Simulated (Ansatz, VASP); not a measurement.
Sc2Cd: VASP beside Ansatz

```
Sc Cd
1.0
     0.00000    4.16519    4.16519
     4.16519    0.00000    4.16519
     4.16519    4.16519    0.00000
Sc Cd
4 2
Direct
  0.12500 0.12500 0.12500
  0.62500 0.12500 0.12500
  0.12500 0.12500 0.62500
  0.12500 0.62500 0.12500
  0.50000 0.50000 0.50000
  0.75000 0.75000 0.75000
```

Alike in both runs: functional PBE; k mesh 8 × 8 × 8; occupations gaussian, width 0.1 eV; no spin polarisation.

Ansatz relaxed the structure, and its values are those at the end. VASP's run is a single point on that final structure, the one shown.

|  | VASP | Ansatz |
| --- | --- | --- |
| version | VASP 6.6.1 | Ansatz 0.2.0 |
| potentials or method | VASP PAW PBE potentials, release 64 (Sc_sv, Cd), cutoff 520 eV | scalar-relativistic, plane waves, PAW |
| valence electrons in the cell | 68 | 84 |

VASP gave:

```
gap on the k mesh at the Fermi level (eV) : none
pressure (GPa)                            : 0.1
```

Question: Estimate Ansatz's values.

Answer: gap on the k mesh at the Fermi level (eV): none; pressure (GPa): 0.0.

A gap of «none» marks a metal or a gap that the smearing closes. The functional is the same, so the differences come from potentials, cutoffs and numerics. VASP's potentials hold 68 valence electrons a cell and Ansatz's 84, so a difference there can come from the potentials and not from the codes.
